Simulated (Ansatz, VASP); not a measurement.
One calculation of Si, two programs

Contents of INCAR:

```
ALGO     = Normal         # electronic algorithm
EDIFF    = 1E-6           # SCF threshold, eV
ENCUT    = 520            # plane-wave cutoff, eV
GGA      = PE             # functional
ISIF     = 2              # what is computed and relaxed
ISMEAR   = 0              # smearing method
LASPH    = T              # aspherical terms in the spheres
LCHARG   = T              # write CHGCAR
LELF     = T              # ELF
LREAL    = F              # projectors in reciprocal space
LVHAR    = T            
LWAVE    = F              # write WAVECAR
NBANDS   = 11             # bands
NELM     = 60             # most SCF steps
PREC     = Accurate       # precision mode
SIGMA    = 0.05           # smearing width, eV
```

File KPOINTS:

```
k-points
0
Gamma
  12 12 12
```

The input POSCAR:

```
Si
1.0
    0.0000000000      2.7667805704      2.7667805704
    2.7667805704      0.0000000000      2.7667805704
    2.7667805704      2.7667805704      0.0000000000
Si
2
Direct
    0.7500000000      0.7500000000      0.7500000000
    0.5000000000      0.5000000000      0.5000000000
```

Input for Ansatz:

```yaml
crystal:
  lattice:
    - [0.0, 2.7667805704, 2.7667805704]
    - [2.7667805704, 0.0, 2.7667805704]
    - [2.7667805704, 2.7667805704, 0.0]
  atoms:
    - { symbol: Si, position: [0.75, 0.75, 0.75] }
    - { symbol: Si, position: [0.5, 0.5, 0.5] }
basis:
  ecutwfc: 420
  fft_grid_basis: typed
kpoints:
  mp_grid: { grid: [12, 12, 12] }
hamiltonian:
  xc: pbe
scf:
  occupations: { method: gaussian, width: 0.05 }
output:
  forces: true
  stress: true
  eigenvalues: true
  bader: true
  write_density: true
  volumetric_format: npy
  elf: true
```

Alike in both runs: task single point; functional PBE; k mesh 12 × 12 × 12; occupations gaussian, width 0.05 eV; no spin polarisation.

|  | VASP | Ansatz |
| --- | --- | --- |
| version | VASP 6.6.1 | Ansatz 0.2.0 |
| potentials or method | VASP PAW PBE potentials, release 64 (Si), cutoff 520 eV | scalar-relativistic, plane waves, PAW |
| valence electrons in the cell | 8 | 8 |

```tsv
	VASP	Ansatz	Ansatz less VASP
gap on the k mesh at the Fermi level (eV)	0.67	0.67	-0.002
pressure (GPa)	-2.9	-2.8	+0.07
```

With one functional, cell and mesh, what is left measures potentials, basis and numerics.
